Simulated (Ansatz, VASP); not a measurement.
**One calculation of Si, two programs**

```
Si
1.0
     0.00000    5.43000    5.43000
     5.43000    0.00000    5.43000
     5.43000    5.43000    0.00000
Si
17
Direct
  0.00083 0.99892 0.00044
  0.12213 0.12836 0.12199
  0.99347 0.00269 0.50217
  0.12184 0.12860 0.62807
  0.00033 0.50100 0.00020
  0.12505 0.62533 0.12493
  0.00031 0.50122 0.49866
  0.12205 0.62259 0.62783
  0.50232 0.00282 0.99339
  0.62843 0.12881 0.12149
  0.50206 0.00289 0.50170
  0.62486 0.12558 0.62479
  0.49875 0.50141 0.00011
  0.62790 0.62267 0.12198
  0.50204 0.49419 0.50199
  0.62786 0.62268 0.62771
  0.37491 0.87586 0.37474
```

Alike in both runs: functional PBE; dispersion D3(BJ); k mesh 2 × 2 × 2; occupations gaussian, width 0.02 eV; no spin polarisation.

Ansatz relaxed the structure, and its values are those at the end. VASP's run is a single point on that final structure, the one shown.

|  | VASP | Ansatz |
| --- | --- | --- |
| version | VASP 6.6.1 | Ansatz 0.2.0 |
| potentials or method | VASP PAW PBE potentials, release 64 (Si), cutoff 520 eV | scalar-relativistic, plane waves, PAW |
| valence electrons in the cell | 68 | 68 |

|  | VASP | Ansatz | Ansatz less VASP |
| --- | --- | --- | --- |
| rms of the force components (eV/Å) | 0.007 | 0.007 | -0.0003 |

The k mesh is coarse, so the values compare programs but aren't converged.
